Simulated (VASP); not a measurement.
C18F, 19 atoms in the cell. The cell holds a slab with vacuum, 19 atoms: a = 7.398 Å, b = 7.398 Å, c = 13.000 Å, α = 90.00°, β = 90.00°, γ = 120.00°. 

```yaml
Program: VASP 6.6.1
Task: single point
Functional: PBEsol
Potentials_or_basis: VASP PAW PBE potentials, release 64 (C, F)
Cutoff: 520 eV
k_mesh: 2 × 2 × 1
Occupations: fermi-dirac, width 0.05 eV
Spin: collinear spin, zero start
Starting_moments: "[0.0, 0.0, 0.0, 0.0, 0.0, 0.0, 0.0, 0.0, 0.0, 0.0, 0.0, 0.0, 0.0, 0.0, 0.0, 0.0, 0.0, 0.0, 0.0] μB"
Dipole_correction: no
Further_INCAR_settings: LREAL = Auto; ALGO = Normal; EDIFF = 1e-06; NBANDS = 58
```

Potentials or basis: VASP PAW PBE potentials, release 64 (C, F).

The run is started by

```console
$ cat potpaw_PBE.64/C/POTCAR potpaw_PBE.64/F/POTCAR > POTCAR
$ mpirun -np 1 vasp_std > vasp.out
```

Hardware: 1 thread of Oxide Virtual Turin-like Processor, with other jobs on the host.

Problem. How long does it take, and how much memory?

Solution. It took 12 min on 1 thread of Oxide Virtual Turin-like Processor, on a shared host, peak memory 0.89 GiB. Counts: scf iterations 27, k points 4.
